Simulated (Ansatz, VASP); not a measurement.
## Ta2Se5 in VASP and in Ansatz

```xyz
7
Lattice="4.9385 0.0000 0.0000 -2.4692 4.2769 0.0000 0.0000 0.0000 7.7018" Properties=species:S:1:pos:R:3 pbc="T T T"
Ta    0.0000    0.0000    6.5788
Ta    0.0000    0.0000    1.1230
Se    0.0000    2.8512    0.0000
Se    2.4692    1.4256    0.0000
Se    0.0000    2.8512    3.8509
Se    2.4692    1.4256    3.8509
Se    0.0000    0.0000    3.8509
```

Alike in both runs: functional PBE; k mesh 12 × 12 × 6; occupations gaussian, width 0.1 eV; no spin polarisation.

Ansatz relaxed the structure, and its values are those at the end. VASP's run is a single point on that final structure, the one shown.

```csv
,VASP,Ansatz
version,VASP 6.6.1,Ansatz 0.2.0
potentials or method,"VASP PAW PBE potentials, release 64 (Ta_pv, Se), cutoff 520 eV","scalar-relativistic, plane waves, PAW"
valence electrons in the cell,52,106
```

Ansatz gave:

```
gap on the k mesh at the Fermi level (eV) : none
pressure (GPa)                            : 0.0
rms of the force components (eV/Å)        : 0.000
```

Q: Estimate VASP's values.

A: gap on the k mesh at the Fermi level (eV): none; pressure (GPa): 0.2; rms of the force components (eV/Å): 0.047.

A gap of «none» marks a metal or a gap that the smearing closes. With one functional, cell and mesh, what is left measures potentials, basis and numerics. VASP's potentials hold 52 valence electrons a cell and Ansatz's 106, so a difference there can come from the potentials and not from the codes.

Spin-orbit coupling is off throughout.
